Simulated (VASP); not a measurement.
# Ti (P6_3/mmc) in VASP: notebook, part 2 of 2

VASP 6.6.1. Earlier steps stand in the parts before.

### 3 Single point, r2SCAN

This run uses another cell than the first one, of 16.58 Å³/atom.

POSCAR reads:

```
Ti
1.0
    2.8897790207      0.0000000000      0.0000000000
   -1.4448895104      2.5026220433      0.0000000000
    0.0000000000      0.0000000000      4.5844629888
Ti
2
Direct
    0.6666666667      0.3333333333      0.7500000000
    0.3333333333      0.6666666667      0.2500000000
```

INCAR.step1 reads:

```
ALGO = Normal
EDIFF = 1E-4
ENCUT = 520
GGA = PE
ISMEAR = -1
LASPH = True
LCHARG = False
LREAL = False
LWAVE = True
NBANDS = 19
NELM = 60
PREC = Accurate
SIGMA = 0.05
```

INCAR.step2 reads:

```
ALGO = Normal
EDIFF = 1E-7
ENCUT = 520
ISIF = 2
ISMEAR = -1
ISTART = 1
LASPH = True
LCHARG = True
LELF = True
LMIXTAU = True
LREAL = False
LVHAR = True
LWAVE = False
METAGGA = R2SCAN
NBANDS = 19
NELM = 60
PREC = Accurate
SIGMA = 0.05
```

KPOINTS reads:

```
k-points
0
Gamma
  10 10 6
```

Potentials or basis: VASP PAW PBE potentials, release 64 (Ti_sv).

Run with:

```
cat potpaw_PBE.64/Ti_sv/POTCAR > POTCAR
cp INCAR.step1 INCAR
mpirun -np 1 vasp_std > vasp.out
cp INCAR.step2 INCAR
mpirun -np 1 vasp_std > vasp.out
```

OUTCAR:

```text
EDIFF = 1E-7
   ENCUT = 520
   ISIF = 2
   ISMEAR = -1
   ISTART = 1
   LASPH = True
   LREAL = False
   METAGGA = R2SCAN
   NELM = 60
   PREC = Accurate

 ion  position               nearest neighbor table
   1  0.667  0.333  0.750-   2 2.84   2 2.84   2 2.84   2 2.84   2 2.84   2 2.84
   2  0.333  0.667  0.250-   1 2.84   1 2.84   1 2.84   1 2.84   1 2.84   1 2.84

  LATTYP: Found a hexagonal cell.
 ALAT       =     2.8897790207
 C/A-ratio  =     1.5864406780

  Lattice vectors:

 A1 = (   2.8897790207,   0.0000000000,   0.0000000000)
 A2 = (  -1.4448895104,   2.5026220433,   0.0000000000)
 A3 = (   0.0000000000,   0.0000000000,   4.5844629888)

Analysis of symmetry for initial positions (statically):
=====================================================================
 Subroutine PRICEL returns:
 Original cell was already a primitive cell.

 Routine SETGRP: Setting up the symmetry group for a
 hexagonal supercell.

 Subroutine GETGRP returns: Found 24 space group operations
 (whereof 12 operations were pure point group operations)
 out of a pool of 24 trial point group operations.

The static configuration has the point symmetry D_3d.
[... 157 lines left out ...]
  ext. energy  EPLUGINS =         0.00000000
  ---------------------------------------------------
  free energy    TOTEN  =       -25.87779325 eV

  energy without entropy =      -25.86227385  energy(sigma->0) =      -25.87003355

 E-fermi :   8.8867     XC(G=0): -12.6380

 val. band max:        8.8663791822   @ k =   0.2000   0.0000   0.3333
 cond. band min:       8.8881721761   @ k =   0.1000   0.1000   0.1667
 fundamental gap:      0.0217929939
 Fermi energy:         8.8866973217

 k-point     1 :       0.0000    0.0000    0.0000
  band No.  band energies     occupation
      1     -50.2483      2.00000
      2     -50.0763      2.00000
      3     -25.8673      2.00000
      4     -25.0979      2.00000
      5     -25.0979      2.00000
      6     -25.0148      2.00000
[... 505 lines left out ...]
      6     -25.2774      2.00000
[... 11 lines left out ...]
     18      12.7350      0.00000
     19      13.5003      0.00000

 [... further k-points ...]
[... 5 lines left out ...]
  --------------------------------------------------------------------------------------
  -------------------------------------------------------------------------------------
  Total        1.2751327      1.2751327      1.1359078     -0.0000000      0.0000000      0.0000000
  in kB       61.6194169     61.6194169     54.8915268     -0.0000000      0.0000000      0.0000000
  external PRESSURE =      59.3767869 kB  Pullay stress =       0.0000000 kB

 VOLUME and BASIS-vectors are now :
 -----------------------------------------------------------------------------
  energy-cutoff  :      520.00
  volume of cell :       33.15
      direct lattice vectors                 reciprocal lattice vectors
     2.889779021  0.000000000  0.000000000     0.346047221  0.199790456  0.000000000
    -1.444889510  2.502622043  0.000000000     0.000000000  0.399580913  0.000000000
     0.000000000  0.000000000  4.584462989     0.000000000  0.000000000  0.218128056

 POSITION                                       TOTAL-FORCE (eV/Angst)
 -----------------------------------------------------------------------------------
      1.44489      0.83421      3.43835         0.000000     -0.000000      0.000000
     -0.00000      1.66841      1.14612        -0.000000      0.000000      0.000000
 -----------------------------------------------------------------------------------
    total drift:                                0.000000     -0.000000      0.000000

  FREE ENERGIE OF THE ION-ELECTRON SYSTEM (eV)
  ---------------------------------------------------
  free  energy   TOTEN  =       -25.8777932504 eV

  energy  without entropy=      -25.8622738479  energy(sigma->0) =      -25.87003355
```

OUTCAR.step1:

```text
EDIFF = 1E-4
   ENCUT = 520
   GGA = PE
   ISMEAR = -1
   LASPH = True
[... 752 lines left out ...]
      1.44489      0.83421      3.43835        -0.000000      0.000000      0.000000
     -0.00000      1.66841      1.14612         0.000000     -0.000000      0.000000
 -----------------------------------------------------------------------------------
    total drift:                                0.000000     -0.000000      0.000000

  FREE ENERGIE OF THE ION-ELECTRON SYSTEM (eV)
  ---------------------------------------------------
  free  energy   TOTEN  =       -15.6521447525 eV

  energy  without entropy=      -15.6329982657  energy(sigma->0) =      -15.64257151
```

OSZICAR.step1:

```text
N       E                     dE             d eps       ncg     rms          rms(c)
DAV:   1     0.266933069293E+03    0.26693E+03   -0.12961E+04  2128   0.159E+03
DAV:   2     0.128644462557E+02   -0.25407E+03   -0.25007E+03  2196   0.444E+02
DAV:   3    -0.163358876771E+02   -0.29200E+02   -0.28801E+02  3985   0.124E+02
DAV:   4    -0.175241620565E+02   -0.11883E+01   -0.11866E+01  2500   0.262E+01
DAV:   5    -0.175766064875E+02   -0.52444E-01   -0.52438E-01  3124   0.395E+00    0.124E+01
DAV:   6    -0.156421120408E+02    0.19345E+01   -0.68033E+00  2461   0.268E+01    0.324E+00
DAV:   7    -0.156286964994E+02    0.13416E-01   -0.72447E-01  3193   0.639E+00    0.212E+00
DAV:   8    -0.156605214877E+02   -0.31825E-01   -0.21840E-01  2317   0.534E+00    0.766E-01
DAV:   9    -0.156516673102E+02    0.88542E-02   -0.47786E-02  2401   0.228E+00    0.737E-02
DAV:  10    -0.156521061813E+02   -0.43887E-03   -0.36113E-03  3052   0.352E-01    0.843E-02
DAV:  11    -0.156521447525E+02   -0.38571E-04   -0.10642E-04  1590   0.810E-02
   1 F= -.15652145E+02 E0= -.15642572E+02  d E =-.191465E-01
```

Run time: 3 min. Hardware: 1 thread of Intel Xeon Platinum 8375C at 2.90GHz (Ice Lake), shared host; peak memory 0.17 GiB.

Results:

| Item | Value |
| --- | --- |
| Free energy | -25.8778 eV |
| Pressure | 5.9 GPa |
| Band gap on the k mesh | zero (bands 12 and 13 overlap by 1.22 eV) |

Levels at points of the mesh, in eV from the Fermi level:
| k point | band 10 | band 11 | band 12 | band 13 | band 14 | band 15 |
| --- | --- | --- | --- | --- | --- | --- |
| (0.00, 0.00, 0.00) | -2.97 | 0.70 | 0.91 | 0.91 | 1.02 | 1.48 |
| (0.50, 0.00, 0.00) | -2.41 | -2.06 | -0.76 | 0.65 | 0.75 | 1.35 |
| (0.00, 0.00, 0.50) | -4.70 | 0.07 | 0.07 | 0.83 | 0.83 | 0.83 |
| (0.50, 0.00, 0.50) | -2.79 | -0.92 | -0.92 | 1.40 | 1.40 | 2.03 |

Caveat: the cell stands under pressure; the PAW data sets were made with another functional, which shifts forces and pressure a little.

### 4 Single point, r2SCAN

This run uses another cell than the first one, of 16.93 Å³/atom.

POSCAR reads:

```
Ti
1.0
    2.9101302477      0.0000000000      0.0000000000
   -1.4550651239      2.5202467229      0.0000000000
    0.0000000000      0.0000000000      4.6167490031
Ti
2
Direct
    0.6666666667      0.3333333333      0.7500000000
    0.3333333333      0.6666666667      0.2500000000
```

INCAR.step1 reads:

```
SYSTEM = Ti
  PREC = Accurate
  ENCUT = 520
  ISMEAR = -1
  SIGMA = 0.05
  LREAL = .False.
  LASPH = .True.
  NELM = 80
  NBANDS = 19
  GGA = PE
  ALGO = Normal
  EDIFF = 1E-4
  LWAVE = .True.
  LCHARG = .False.
```

INCAR.step2 reads:

```
SYSTEM = Ti
  PREC = Accurate
  ENCUT = 520
  EDIFF = 1E-6
  ISMEAR = -1
  SIGMA = 0.05
  LREAL = .False.
  LASPH = .True.
  NELM = 80
  ALGO = Normal
  ISIF = 2
  LWAVE = .False.
  LCHARG = .False.
  METAGGA = R2SCAN
  LMIXTAU = .True.
  NBANDS = 19
  ISTART = 1
```

KPOINTS reads:

```
Automatic mesh
0
Gamma
  10 10 6
  0 0 0
```

Run with:

```
cat potpaw_PBE.64/Ti_sv/POTCAR > POTCAR
cp INCAR.step1 INCAR
mpirun -np 1 vasp_std > vasp.out
cp INCAR.step2 INCAR
mpirun -np 1 vasp_std > vasp.out
```

Run time: 2.9 min. Hardware: 1 thread of Intel Xeon Platinum 8375C at 2.90GHz (Ice Lake), shared host; peak memory 0.17 GiB.

It converged, with:

```yaml
Free_energy: -25.8982 eV
Pressure: 3.1 GPa
Band_gap_on_the_k_mesh: zero (bands 12 and 13 overlap by 1.22 eV)
```

Stress tensor (GPa, compression positive):
```
3.36 0.00 0.00
0.00 3.36 0.00
0.00 0.00 2.70
```

Levels at points of the mesh, in eV from the Fermi level:
| k point | band 10 | band 11 | band 12 | band 13 | band 14 | band 15 |
| --- | --- | --- | --- | --- | --- | --- |
| (0.00, 0.00, 0.00) | -2.92 | 0.64 | 0.90 | 0.90 | 1.00 | 1.45 |
| (0.50, 0.00, 0.00) | -2.35 | -2.00 | -0.79 | 0.65 | 0.73 | 1.31 |
| (0.00, 0.00, 0.50) | -4.69 | 0.07 | 0.07 | 0.81 | 0.81 | 0.81 |
| (0.50, 0.00, 0.50) | -2.73 | -0.89 | -0.89 | 1.33 | 1.33 | 1.98 |

Caveat: the cell stands under pressure; the PAW data sets were made with another functional, which shifts forces and pressure a little.

### 5 Single point, r2SCAN0

This run uses another cell than the first one, of 17.64 Å³/atom.

POSCAR reads:

```
Ti
1.0
    2.9500000000      0.0000000000      0.0000000000
   -1.4750000000      2.5547749412      0.0000000000
    0.0000000000      0.0000000000      4.6800000000
Ti
2
Direct
    0.6666666667      0.3333333333      0.7500000000
    0.3333333333      0.6666666667      0.2500000000
```

INCAR.step1 reads:

```
SYSTEM = Ti
PREC = Accurate ; ENCUT = 520
EDIFF = 1E-5 ; ISMEAR = -1
SIGMA = 0.05 ; LREAL = .FALSE.
LASPH = .TRUE. ; NELM = 80
ALGO = Normal ; ISIF = 2
LWAVE = .TRUE. ; LCHARG = .FALSE.
NBANDS = 19 ; GGA = PE
```

INCAR.step2 reads:

```
SYSTEM = Ti
PREC = Accurate ; ENCUT = 520
EDIFF = 1E-7 ; ISMEAR = -1
SIGMA = 0.05 ; LREAL = .FALSE.
LASPH = .TRUE. ; NELM = 80
ALGO = Normal ; ISIF = 2
LWAVE = .FALSE. ; LCHARG = .FALSE.
METAGGA = R2SCAN ; LHFCALC = .TRUE.
AEXX = 0.25 ; LMIXTAU = .TRUE.
PRECFOCK = Normal ; NBANDS = 19
ISTART = 1
```

KPOINTS reads:

```
regular mesh
0
G
  5 5 3
  0 0 0
```

Run with:

```
cat potpaw_PBE.64/Ti_sv/POTCAR > POTCAR
cp INCAR.step1 INCAR
mpirun -np 1 vasp_std > vasp.out
cp INCAR.step2 INCAR
mpirun -np 1 vasp_std > vasp.out
```

Wall time 18 min (1 thread of Intel Xeon Platinum 8488C (Sapphire Rapids), shared host); peak memory 0.16 GiB.

Results (log left out):

```
Free energy            : -28.8260 eV
Pressure               : -3.8 GPa
Band gap on the k mesh : zero (bands 12 and 13 overlap by 1.82 eV)
```

Stress tensor (GPa, compression positive):
```
-3.68  0.00  0.00
 0.00 -3.68  0.00
 0.00  0.00 -4.07
```

Levels at points of the mesh, in eV from the Fermi level:
```
           k point  band 10  band 11  band 12  band 13  band 14  band 15
(0.00, 0.00, 0.00)    -4.05    -0.54     1.38     1.38     1.59     2.10
```

Caveat: the k points lie up to 0.49 Å⁻¹ apart, too coarse for converged energies and pressures of a metal; the PAW data sets were made with another functional, which shifts forces and pressure a little.

### 6 Single point, r2SCANh

This run uses another cell than the first one, of 17.64 Å³/atom.

POSCAR is that of step 5.

INCAR.step1 reads:

```
ALGO = Normal
EDIFF = 1E-5
ENCUT = 520
GGA = PE
ISIF = 2
ISMEAR = -1
LASPH = True
LREAL = False
LWAVE = True
NBANDS = 19
NELM = 80
PREC = Accurate
SIGMA = 0.05
```

INCAR.step2 reads:

```
AEXX = 0.1
ALGO = Normal
EDIFF = 1E-6
ENCUT = 520
ISIF = 2
ISMEAR = -1
ISTART = 1
LASPH = True
LCHARG = True
LELF = True
LHFCALC = True
LMIXTAU = True
LREAL = False
LVHAR = True
LWAVE = False
METAGGA = R2SCAN
NBANDS = 19
NELM = 80
PREC = Accurate
PRECFOCK = Normal
SIGMA = 0.05
```

KPOINTS reads:

```
k-points
0
Gamma
  5 5 3
```

Potentials or basis: VASP PAW PBE potentials, release 64 (Ti_sv).

Run with:

```
cat potpaw_PBE.64/Ti_sv/POTCAR > POTCAR
cp INCAR.step1 INCAR
mpirun -np 1 vasp_std > vasp.out
cp INCAR.step2 INCAR
mpirun -np 1 vasp_std > vasp.out
```

Run time: 12 min. Hardware: 1 thread of Intel Xeon Platinum 8488C (Sapphire Rapids), shared host; peak memory 0.16 GiB.

It converged, with:

| Quantity | Value |
| --- | --- |
| Free energy | -27.0211 eV |
| Pressure | -2.9 GPa |
| Band gap on the k mesh | zero (bands 12 and 13 overlap by 1.29 eV) |

Stress tensor (GPa, compression positive):
```
-2.31  0.00  0.00
 0.00 -2.31  0.00
 0.00  0.00 -4.04
```

Levels at points of the mesh, in eV from the Fermi level:
| k point | band 10 | band 11 | band 12 | band 13 | band 14 | band 15 |
| --- | --- | --- | --- | --- | --- | --- |
| (0.00, 0.00, 0.00) | -3.28 | 0.43 | 1.11 | 1.11 | 1.25 | 1.71 |

Caveat: the k points lie up to 0.49 Å⁻¹ apart, too coarse for converged energies and pressures of a metal; the PAW data sets were made with another functional, which shifts forces and pressure a little.

### 7 Summary

```tsv
level	cell	k mesh	grid for exact exchange (PRECFOCK)	share of exact exchange	gap on the mesh (eV)	pressure (GPa)
PBE	a = 3.008, b = 3.008, c = 4.772 Å, angles 90.0, 90.0, 120.0°, 2 atoms	10 × 10 × 6	-	-	none	-7.2
r2SCAN	a = 2.890, b = 2.890, c = 4.584 Å, angles 90.0, 90.0, 120.0°, 2 atoms	10 × 10 × 6	-	-	none	5.9
r2SCAN	a = 2.910, b = 2.910, c = 4.617 Å, angles 90.0, 90.0, 120.0°, 2 atoms	10 × 10 × 6	-	-	none	3.1
r2SCAN0	a = 2.950, b = 2.950, c = 4.680 Å, angles 90.0, 90.0, 120.0°, 2 atoms	5 × 5 × 3	Normal	0.25	none	-3.8
r2SCANh	a = 2.950, b = 2.950, c = 4.680 Å, angles 90.0, 90.0, 120.0°, 2 atoms	5 × 5 × 3	Normal	0.1	none	-2.9
```

Alike in all rows: task single point; potentials or basis VASP PAW PBE potentials, release 64 (Ti_sv); no spin polarisation; cutoff (eV) 520; smearing fermi-dirac 0.05 eV.

Caveats: some runs use coarse meshes; the PAW data sets were made with another functional, which shifts forces and pressure a little (at least some runs); the cell stands under pressure (at least some runs); the cell stands under tension (at least some runs).

Total energies depend on the potentials used, so only differences within one code and one set of settings carry meaning.
